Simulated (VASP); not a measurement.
Set up this calculation in VASP 6.6.1, as the native input.

```
Task                   : single point
Functional             : LDA
Potentials or basis    : VASP PAW LDA potentials, release 64 (Ni, O)
Cutoff                 : 600 eV
k mesh                 : 11 × 11 × 11
Occupations            : fermi-dirac, width 0.1 eV
Spin                   : collinear spin, ferromagnetic start
Starting moments       : [1.0, 0.0, 0.0] μB
Hubbard terms          : Ni d U = 5.0 eV
Dipole correction      : no
Further INCAR settings : ALGO = Normal; EDIFF = 1e-06; NBANDS = 22
```

The structure of NiO2 lies in POSCAR:

```
NiO2
1.0
    1.4021290000      0.8095195556      6.9742946667
   -1.4021290000      0.8095195556      6.9742946667
    0.0000000000     -1.6190391112      6.9742946667
Ni O
1 2
Direct
    0.0000000000      0.0000000000      0.0000000000
    0.6212106667      0.6212106667      0.6212106667
    0.3787893333      0.3787893333      0.3787893333
```

The input as run:

INCAR

```
SYSTEM = NiO2
PREC = Accurate
ENCUT = 600
EDIFF = 1E-6
ISMEAR = -1
SIGMA = 0.1
LREAL = .False.
LASPH = .True.
NELM = 200
ALGO = Normal
ISIF = 2
LWAVE = .False.
LCHARG = .True.
ISPIN = 2
MAGMOM = 1 0 0
LORBIT = 11
LMAXMIX = 4
LDAU = .True.
LDAUTYPE = 2
LDAUL = 2 -1
LDAUU = 5 0
LDAUJ = 0 0
LDAUPRINT = 1
GGA = CA
LELF = .True.
LVHAR = .True.
NBANDS = 22
GGA_COMPAT = .False.
```

KPOINTS

```
Automatic mesh
0
Gamma
  11 11 11
  0 0 0
```

Potentials or basis: VASP PAW LDA potentials, release 64 (Ni, O).

Run with:

```bash
$ cat potpaw_LDA.64/Ni/POTCAR potpaw_LDA.64/O/POTCAR > POTCAR
$ mpirun -np 1 vasp_std > vasp.out
```

Results of the run:

```json
{"Pressure": "-12.0 GPa", "Largest force": "1.235 eV/Å", "Band gap on the k mesh": "1.66 eV (least direct gap 1.77 eV)", "Net moment": "0.00 μB per cell", "Valence electrons inside the program's atomic spheres": "Ni 9.64; O 4.87"}
```

Caveat: the stress differs along the axes, from -14 to -8 GPa; the moments typed at the start vanished in this run; forces of over 1 eV/Å act on the atoms, so gaps and moduli don't describe the material at rest.

Wall time 17 min on 1 thread of Intel(R) Xeon(R) 6975P-C (Granite Rapids), on a shared host, peak memory 0.57 GiB.
